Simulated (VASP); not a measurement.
# Ta (Im-3m) in VASP: further runs

Runs on Ta. Level: PBEsol. Tasks: single point, relaxation of cell and atoms.

Program: VASP 6.6.1. These are calculated values, not measurements. Logs are shortened: lines on timing, memory, paths and dates and some standing lists are left out, and cuts for length are marked.

## 1. The cell of the first run

The structure is cubic, space group Im-3m (No. 229). The conventional cell has a = 3.280 Å, b = 3.280 Å, c = 3.280 Å, α = 90.00°, β = 90.00°, γ = 90.00°. Within 3.7 Å of Ta (site symmetry m-3m) lie 14 Ta at 2.84 to 3.28 Å.

## 2. Single point, PBEsol

Input file INCAR:

```
PREC = Accurate
ENCUT = 520
EDIFF = 1E-6
ISMEAR = -1
SIGMA = 0.05
LREAL = False
LASPH = True
NELM = 100
ALGO = Normal
ISIF = 2
LWAVE = False
LCHARG = False
GGA = PS
NBANDS = 12
```

Input file KPOINTS:

```
Automatic mesh
0
Gamma
  9 9 9
```

Input file POSCAR:

```
Ta
1.0
   -1.6397640639      1.6397640639      1.6397640639
    1.6397640639     -1.6397640639      1.6397640639
    1.6397640639      1.6397640639     -1.6397640639
Ta
1
Direct
    0.0000000000      0.0000000000      0.0000000000
```

Potentials or basis: VASP PAW PBE potentials, release 64 (Ta_pv).

The run is started by

```sh
$ cat potpaw_PBE.64/Ta_pv/POTCAR > POTCAR
$ mpirun -np 1 vasp_std > vasp.out
```

OUTCAR:

```text
PREC = Accurate
   ENCUT = 520
   EDIFF = 1E-6
   ISMEAR = -1
   LREAL = False
   LASPH = True
   NELM = 100
   ISIF = 2
   GGA = PS

 ion  position               nearest neighbor table
   1  0.000  0.000  0.000-

  LATTYP: Found a body centered cubic cell.
 ALAT       =     3.2795281278

  Lattice vectors:

 A1 = (  -1.6397640639,   1.6397640639,   1.6397640639)
 A2 = (   1.6397640639,  -1.6397640639,   1.6397640639)
 A3 = (   1.6397640639,   1.6397640639,  -1.6397640639)

Analysis of symmetry for initial positions (statically):
=====================================================================
 Subroutine PRICEL returns:
 Original cell was already a primitive cell.

 Routine SETGRP: Setting up the symmetry group for a
 body centered cubic supercell.

 Subroutine GETGRP returns: Found 48 space group operations
 (whereof 48 operations were pure point group operations)
 out of a pool of 48 trial point group operations.

The static configuration has the point symmetry O_h .

Analysis of symmetry for dynamics (positions and initial velocities):
=====================================================================
 Subroutine PRICEL returns:
 Original cell was already a primitive cell.

 Routine SETGRP: Setting up the symmetry group for a
 body centered cubic supercell.

 Subroutine GETGRP returns: Found 48 space group operations
 (whereof 48 operations were pure point group operations)
 out of a pool of 48 trial point group operations.

The dynamic configuration has the point symmetry O_h .

 Subroutine INISYM returns: Found 48 space group operations
 (whereof 48 operations are pure point group operations),
 and found     1 'primitive' translations

----------------------------------------------------------------------------------------

                                     Primitive cell

  volume of cell :      17.6362

  direct lattice vectors                    reciprocal lattice vectors
    -1.639764064  1.639764064  1.639764064     0.000000000  0.304921916  0.304921916
     1.639764064 -1.639764064  1.639764064     0.304921916  0.000000000  0.304921916
     1.639764064  1.639764064 -1.639764064     0.304921916  0.304921916  0.000000000

  length of vectors
     2.840154671  2.840154671  2.840154671     0.431224709  0.431224709  0.431224709

  position of ions in fractional coordinates (direct lattice)
     0.000000000  0.000000000  0.000000000

  ion indices of the primitive-cell ions
   primitive index   ion index
                 1           1

----------------------------------------------------------------------------------------

 KPOINTS: Automatic mesh

Automatic generation of k-mesh.
 Grid dimensions read from file:
 generate k-points for:    9    9    9

 Generating k-lattice:

  Cartesian coordinates                     Fractional coordinates (reciprocal lattice)
     0.000000000  0.033880213  0.033880213     0.111111111  0.000000000  0.000000000
     0.033880213  0.000000000  0.033880213     0.000000000  0.111111111  0.000000000
     0.033880213  0.033880213  0.000000000     0.000000000  0.000000000  0.111111111

  Length of vectors
     0.047913857  0.047913857  0.047913857

  Shift w.r.t. Gamma in fractional coordinates (k-lattice)
     0.000000000  0.000000000  0.000000000

 Subroutine IBZKPT returns following result:
 ===========================================

 Found     35 irreducible k-points:

 Following reciprocal coordinates:
            Coordinates               Weight
  0.000000  0.000000  0.000000      1.000000
  0.111111  0.000000  0.000000     12.000000
  0.222222  0.000000  0.000000     12.000000
  0.333333  0.000000  0.000000     12.000000
  0.444444  0.000000  0.000000     12.000000
  0.111111  0.111111  0.000000     24.000000
[... 16 lines left out ...]
 -0.333333  0.444444  0.111111     48.000000
 -0.444444 -0.444444  0.111111     24.000000
 [... further k-points ...]
   k-points           NKPTS =     35   k-points in BZ     NKDIM =     35   number of bands    NBANDS=     12
   number of dos      NEDOS =    301   number of ions     NIONS =      1
   total plane-waves  NPLWV =  13824
   dimension x,y,z NGX =    24 NGY =   24 NGZ =   24
   dimension x,y,z NGXF=    48 NGYF=   48 NGZF=   48
   ions per type =               1
   NGX,Y,Z   is equivalent  to a cutoff of  14.05, 14.05, 14.05 a.u.
   NGXF,Y,Z  is equivalent  to a cutoff of  28.10, 28.10, 28.10 a.u.
 SYSTEM =  unknown system
   PREC   = accura    normal or accurate (medium, high low for compatibility)
   ISTART =      0    job   : 0-new  1-cont  2-samecut
   ICHARG =      2    charge: 1-file 2-atom 10-const
   ISPIN  =      1    spin polarized calculation?
   LNONCOLLINEAR =      F non collinear calculations
   LSORBIT =      F    spin-orbit coupling
   LASPH  =      T    aspherical Exc in radial PAW
   ENCUT  =  520.0 eV  38.22 Ry    6.18 a.u.   5.28  5.28  5.28*2*pi/ulx,y,z
   NELM   =    100;   NELMIN=  2; NELMDL= -5     # of ELM steps
   EDIFF  = 0.1E-05   stopping-criterion for ELM
   LREAL  =      F    real-space projection
[... 7 lines left out ...]
   TEBEG  =    0.0;   TEEND  =   0.0 temperature during run
   PSTRESS=    0.0 pullay stress
   NELECT =      11.0000    total number of electrons
   NUPDOWN=      -1.0000    fix difference up-down
   EMIN   =  10.00;   EMAX   =-10.00  energy-range for DOS
   EFERMI =   0.00;   METHOD = LEGACY
   ISMEAR =    -1;   SIGMA  =   0.05  broadening in eV -4-tet -1-fermi 0-gaus
   EFERMI_NEDOS =   21; number of points for ismear=-14 and -15
   IALGO  =     38    algorithm
   IMIX   =      4    mixing-type and parameters
     AMIX     =   0.40;   BMIX     =  1.00
     AMIX_MAG =   1.60;   BMIX_MAG =  1.00
  volume/ion in A,a.u.               =      17.64       119.01
  Fermi-wavevector in a.u.,A,eV,Ry     =   1.398742  2.643240 26.619525  1.956480
  Thomas-Fermi vector in A             =   2.521870
   LORBIT       =      0    0 simple, 1 ext, 2 COOP (PROOUT), +10 PAW based schemes
   GGA     = PS    functional components
   LHFCALC =     F    Hartree Fock is set to
   AEXX    =    0.0000 exact exchange contribution
   IVDW    =     0    specifies the selected vdW correction
   LEPSILON=     F    determine dielectric tensor
   LRPA    =     F    only Hartree local field effects (RPA)
 non-spin polarized calculation
  energy-cutoff  :      520.00
  volume of cell :       17.64
 maximum number of plane-waves:       484
 NGX is ok and might be reduce to    24
   NGX = 11   NGY = 11   NGZ = 11

 number of electron      11.0000002 magnetization

 Free energy of the ion-electron system (eV)
  ---------------------------------------------------
  ext. energy  EPLUGINS =         0.00000000
  ---------------------------------------------------
  free energy    TOTEN  =       -12.54016243 eV

  energy without entropy =      -12.52334183  energy(sigma->0) =      -12.53175213

 E-fermi :   5.5575     XC(G=0): -12.8343

 val. band max:        5.5184612287   @ k =   0.3333   0.0000   0.0000
 cond. band min:       5.5682941894   @ k =  -0.2222   0.2222   0.1111
 fundamental gap:      0.0498329607
 Fermi energy:         5.5575453413

 k-point     1 :       0.0000    0.0000    0.0000
  band No.  band energies     occupation
      1     -27.4332      2.00000
      2     -27.4332      2.00000
      3     -27.4332      2.00000
      4      -2.5193      2.00000
      5       6.2194      0.00000
      6       6.2194      0.00000
      7       6.2194      0.00000
      8       9.5635      0.00000
      9       9.5635      0.00000
     10      20.2523      0.00000
     11      20.6295      0.00000
     12      20.6295      0.00000

 k-point     2 :       0.1111    0.0000    0.0000
  band No.  band energies     occupation
      1     -27.5941      2.00000
      2     -27.4826      2.00000
      3     -27.4342      2.00000
      4      -1.9642      2.00000
      5       5.8687      0.00396
      6       6.0832      0.00005
      7       6.7732      0.00000
      8       9.0852      0.00000
      9       9.5710      0.00000
     10      20.2516      0.00000
     11      21.0912      0.00000
     12      21.6001      0.00000

 k-point     3 :       0.2222    0.0000    0.0000
  band No.  band energies     occupation
      1     -27.9849      2.00000
      2     -27.6054      2.00000
      3     -27.4367      2.00000
      4      -0.5656      2.00000
      5       5.0970      1.99980
      6       5.5148      1.40358
      7       8.3641      0.00000
      8       8.8847      0.00000
      9       9.6910      0.00000
     10      20.2476      0.00000
     11      21.2119      0.00000
     12      23.0898      0.00000
[... 286 lines left out ...]
 k-point    23 :      -0.3333    0.4444    0.1111
  band No.  band energies     occupation
      1     -28.4770      2.00000
      2     -27.9710      2.00000
      3     -27.6378      2.00000
      4       2.1953      2.00000
      5       4.1772      2.00000
      6       5.3161      1.98415
      7       8.1541      0.00000
      8      10.5658      0.00000
      9      12.7735      0.00000
     10      18.2370      0.00000
     11      20.2677      0.00000
     12      21.8168      0.00000

 k-point    24 :      -0.4444   -0.4444    0.1111
  band No.  band energies     occupation
      1     -28.5700      2.00000
      2     -28.0360      2.00000
      3     -27.6369      2.00000
      4       2.2358      2.00000
      5       4.7002      2.00000
      6       4.8637      2.00000
      7       8.1540      0.00000
      8      11.5693      0.00000
      9      14.6014      0.00000
     10      16.4934      0.00000
     11      20.2621      0.00000
     12      20.3790      0.00000

 [... further k-points ...]

------------------------ aborting loop because EDIFF is reached ----------------------------------------

  FORCE on cell =-STRESS in cart. coord.  units (eV):
  Direction    XX          YY          ZZ          XY          YZ          ZX
  --------------------------------------------------------------------------------------
  -------------------------------------------------------------------------------------
  Total        0.0205948      0.0205948      0.0205948     -0.0000000      0.0000000     -0.0000000
  in kB        1.8709577      1.8709577      1.8709577     -0.0000000      0.0000000     -0.0000000
  external PRESSURE =       1.8709577 kB  Pullay stress =       0.0000000 kB

 VOLUME and BASIS-vectors are now :
 -----------------------------------------------------------------------------
  energy-cutoff  :      520.00
  volume of cell :       17.64
      direct lattice vectors                 reciprocal lattice vectors
    -1.639764064  1.639764064  1.639764064     0.000000000  0.304921916  0.304921916
     1.639764064 -1.639764064  1.639764064     0.304921916  0.000000000  0.304921916
     1.639764064  1.639764064 -1.639764064     0.304921916  0.304921916  0.000000000

 POSITION                                       TOTAL-FORCE (eV/Angst)
 -----------------------------------------------------------------------------------
      0.00000      0.00000      0.00000         0.000000      0.000000      0.000000
 -----------------------------------------------------------------------------------
    total drift:                                0.000000      0.000000      0.000000

  FREE ENERGIE OF THE ION-ELECTRON SYSTEM (eV)
  ---------------------------------------------------
  free  energy   TOTEN  =       -12.5401624313 eV

  energy  without entropy=      -12.5233418288  energy(sigma->0) =      -12.53175213
```

Wall time 5.2 s (1 thread of Intel Xeon Platinum 8375C at 2.90GHz (Ice Lake), shared host); peak memory 0.14 GiB.

Results:

```
Free energy : -12.5402 eV
Pressure    : 0.2 GPa
```

Caveat: the PAW data sets were made with another functional, which shifts forces and pressure a little; spin-orbit coupling is left out, which moves the levels of the heavy elements.

## 3. Relaxation of cell and atoms, PBEsol

This run uses another cell than the first one, of 18.01 Å³/atom, 1.021 times its volume.

Input file INCAR:

```
SYSTEM = Ta
  PREC = Accurate
  ENCUT = 600
  EDIFF = 1E-6
  ISMEAR = -1
  SIGMA = 0.05
  LREAL = .FALSE.
  LASPH = .TRUE.
  NELM = 60
  ALGO = Normal
  ISIF = 3
  LWAVE = .FALSE.
  LCHARG = .FALSE.
  GGA = PS
  IBRION = 2
  NSW = 50
  EDIFFG = -0.01
```

Input file KPOINTS:

```
Automatic mesh
0
G
  9 9 9
  0 0 0
```

Input file POSCAR:

```
Ta
1.0
   -1.6512800000      1.6512800000      1.6512800000
    1.6512800000     -1.6512800000      1.6512800000
    1.6512800000      1.6512800000     -1.6512800000
Ta
1
Direct
    0.0000000000      0.0000000000      0.0000000000
```

Potentials or basis: VASP PAW PBE potentials, release 64 (Ta_pv).

The run is started by

```sh
$ cat potpaw_PBE.64/Ta_pv/POTCAR > POTCAR
$ mpirun -np 1 vasp_std > vasp.out
```

It took 9.7 s on 1 thread of Intel Xeon Platinum 8375C at 2.90GHz (Ice Lake), shared host; peak memory 0.15 GiB.

Results (log left out):

```yaml
Free_energy: -12.5405 eV
Relaxed_volume: 17.66 Å³/atom
Relaxed_cell: a = 2.841 Å, b = 2.841 Å, c = 2.841 Å, α = 109.47°, β = 109.47°, γ = 109.47°
Space_group_after_relaxing_to_0.05_Å: Im-3m (No. 229)
Energy_gained_by_relaxing: 4.1 meV/atom
Ionic_steps: 3
Pressure_after_relaxing: -0.1 GPa
```

Step by step:
```csv
step,energy change (eV),largest force (eV/Å),pressure (GPa),volume (Å³)
1,0.0000,0.0000,-3.67,18.01
2,0.0137,0.0000,8.56,16.96
3,-0.0041,0.0000,-0.06,17.66
```

Final structure:
```cif
data_structure
_symmetry_space_group_name_H-M 'P 1'
_symmetry_Int_Tables_number 1
_cell_length_a 2.8414
_cell_length_b 2.8414
_cell_length_c 2.8414
_cell_angle_alpha 109.471
_cell_angle_beta 109.471
_cell_angle_gamma 109.471
_cell_volume 17.66
loop_
_atom_site_label
_atom_site_type_symbol
_atom_site_fract_x
_atom_site_fract_y
_atom_site_fract_z
_atom_site_occupancy
Ta1 Ta 0.00000 0.00000 0.00000 1
```

Levels at points of the mesh, in eV from the Fermi level:
| k point | band 1 | band 2 | band 3 | band 4 | band 5 | band 6 | band 7 | band 8 | band 9 |
| --- | --- | --- | --- | --- | --- | --- | --- | --- | --- |
| (0.00, 0.00, 0.00) | -33.00 | -33.00 | -33.00 | -8.07 | 0.66 | 0.66 | 0.66 | 4.00 | 4.00 |

Caveat: the PAW data sets were made with another functional, which shifts forces and pressure a little; spin-orbit coupling is left out, which moves the levels of the heavy elements.
